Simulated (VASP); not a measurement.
A run of VASP 6.6.1:

The input INCAR:

```
SYSTEM = LiNbO3
PREC = Accurate
ENCUT = 520
EDIFF = 1E-6
ISMEAR = 0
SIGMA = 0.01
LREAL = .FALSE.
LASPH = .TRUE.
NELM = 80
ALGO = Normal
ISIF = 2
LWAVE = .FALSE.
LCHARG = .FALSE.
GGA = PE
NBANDS = 25
```

The input KPOINTS:

```
regular mesh
0
G
  6 6 6
  0 0 0
```

POSCAR

```
LiNbO3
1.0
    3.9160616454      0.0000000000      0.0000000000
    0.0000000000      3.9160616454      0.0000000000
    0.0000000000      0.0000000000      3.9160616454
Li Nb O
1 1 3
Direct
    0.0000000000      0.0000000000      0.0000000000
    0.5000000000      0.5000000000      0.5000000000
    0.5000000000      0.5000000000      0.0000000000
    0.5000000000      0.0000000000      0.5000000000
    0.0000000000      0.5000000000      0.5000000000
```

Potentials or basis: VASP PAW PBE potentials, release 64 (Li_sv, Nb_sv, O).

Command:

```sh
$ cat potpaw_PBE.64/Li_sv/POTCAR potpaw_PBE.64/Nb_sv/POTCAR potpaw_PBE.64/O/POTCAR > POTCAR
$ mpirun -np 1 vasp_std > vasp.out
```

Hardware: 1 thread of Intel(R) Xeon(R) 6975P-C (Granite Rapids) (shared host).

Task: How long does it take, and how much memory?

Result: Wall time 30 s on 1 thread of Intel(R) Xeon(R) 6975P-C (Granite Rapids), on a shared host, peak memory 0.18 GiB. Counts: scf iterations 14, k points 20.
